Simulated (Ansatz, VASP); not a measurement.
**One calculation of AgCl, two programs**

```
Ag Cl
1.0
     0.00000    2.77315    2.55130
     2.77315    0.00000    2.55130
     2.77315    2.77315    0.00000
Ag Cl
1 1
Direct
  0.50000 0.50000 0.50000
  0.00000 0.00000 0.00000
```

Change from the starting cell: strain +0.000 along x and y, -0.080 along z, atoms carried along.

Alike in both runs: task single point; functional PBE; k mesh 8 × 8 × 8; occupations gaussian, width 0.05 eV; no spin polarisation.

|  | VASP | Ansatz |
| --- | --- | --- |
| version | VASP 6.6.1 | Ansatz 0.2.0 |
| potentials or method | VASP PAW PBE potentials, release 64 (Ag, Cl), cutoff 520 eV | scalar-relativistic, plane waves, PAW |
| valence electrons in the cell | 18 | 26 |

```tsv
	VASP	Ansatz	Ansatz less VASP
gap on the k mesh at the Fermi level (eV)	0.71	0.71	+0.003
least direct gap on the mesh (eV)	3.54	3.55	+0.002
pressure (GPa)	7.5	7.7	+0.17
traceless stress, the component that is largest in VASP (GPa)	3.30	3.35	+0.047
```

VASP's potentials hold 18 valence electrons a cell and Ansatz's 26, so a difference there can come from the potentials and not from the codes.
